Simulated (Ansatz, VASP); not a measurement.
**TePb: VASP beside Ansatz**

File INCAR:

```
PREC = Accurate
ENCUT = 520
EDIFF = 1E-6
ISMEAR = -1
SIGMA = 0.1
LREAL = False
LASPH = True
NELM = 80
ALGO = Normal
ISIF = 2
LWAVE = False
LCHARG = False
GGA = PE
NBANDS = 17
```

Contents of KPOINTS:

```
regular mesh
0
Gamma
  11 11 11
```

Contents of POSCAR:

```
TePb
1.0
    0.0000000000      2.6903361615      2.6903361615
    2.6903361615      0.0000000000      2.6903361615
    2.6903361615      2.6903361615      0.0000000000
Pb Te
1 1
Direct
    0.0000000000      0.0000000000      0.0000000000
    0.5000000000      0.5000000000      0.5000000000
```

Input for Ansatz:

```yaml
crystal:
  lattice:
    - [0.0, 2.6903361615, 2.6903361615]
    - [2.6903361615, 0.0, 2.6903361615]
    - [2.6903361615, 2.6903361615, 0.0]
  atoms:
    - { symbol: Pb, position: [0.0, 0.0, 0.0] }
    - { symbol: Te, position: [0.5, 0.5, 0.5] }
kpoints:
  mp_grid: { grid: [11, 11, 11] }
  band_path:
    path:
      - [0.0, 0.0, 0.0]
      - [0.5, 0.0, 0.5]
      - [0.625, 0.25, 0.625]
      - [0.375, 0.375, 0.75]
      - [0.0, 0.0, 0.0]
      - [0.5, 0.5, 0.5]
      - [0.5, 0.25, 0.75]
      - [0.5, 0.0, 0.5]
    npoints: 8
scf:
  occupations: { method: fermi_dirac, width: 0.1 }
hamiltonian:
  xc: pbe
  pseudopotentials: { kind: all_electron, lapw: { basis_error: 0.001 } }
output:
  forces: true
  stress: true
  eigenvalues: true
  populations: true
  dos: { projected: true, de: 0.2, e_range: [-14, 8] }
```

Change from the starting cell: volume scaled by 0.55, LAPW.

Alike in both runs: task single point; functional PBE; k mesh 11 × 11 × 11; occupations fermi-dirac, width 0.1 eV; no spin polarisation.

|  | VASP | Ansatz |
| --- | --- | --- |
| version | VASP 6.6.1 | Ansatz 0.2.0 |
| potentials or method | VASP PAW PBE potentials, release 64 (Pb_d, Te), cutoff 520 eV | all-electron LAPW, scalar-relativistic |

|  | VASP | Ansatz | Ansatz less VASP |
| --- | --- | --- | --- |
| pressure (GPa) | 87.6 | 87.6 | -0.03 |

Both programs put the cell under a high pressure, so it lies far from rest at this level. Ansatz ran all-electron here, and VASP with PAW potentials.

Spin-orbit coupling is off throughout. Noted on VASP's run: the cell as given lies far from equilibrium.
